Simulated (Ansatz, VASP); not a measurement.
## One calculation of Pt, two programs

```xyz
1
Lattice="0.0000 1.9461 1.9461 1.9461 0.0000 1.9461 1.9461 1.9461 0.0000" Properties=species:S:1:pos:R:3 pbc="T T T"
Pt    0.0000    0.0000    0.0000
```

Alike in both runs: functional LDA; k mesh 9 × 9 × 9; occupations fermi-dirac, width 0.05 eV; no spin polarisation.

Ansatz relaxed the structure, and its values are those at the end. VASP's run is a single point on that final structure, the one shown.

|  | VASP | Ansatz |
| --- | --- | --- |
| version | VASP 6.6.1 | Ansatz 0.2.0 |
| potentials or method | VASP PAW LDA potentials, release 64 (Pt) | plane waves, PAW |
| plane-wave cutoff (eV) | 500 | 420 |
| valence electrons in the cell | 10 | 18 |

Ansatz gave:

```
pressure (GPa) : 0.0
```

Question: What did VASP give for the same quantities?

Answer: Pressure (GPa): 0.8.

LDA's correlation is that of Perdew and Zunger in VASP and of Perdew and Wang (1992) in Ansatz. VASP's potentials hold 10 valence electrons a cell and Ansatz's 18, so a difference there can come from the potentials and not from the codes.

Spin-orbit coupling is off throughout.
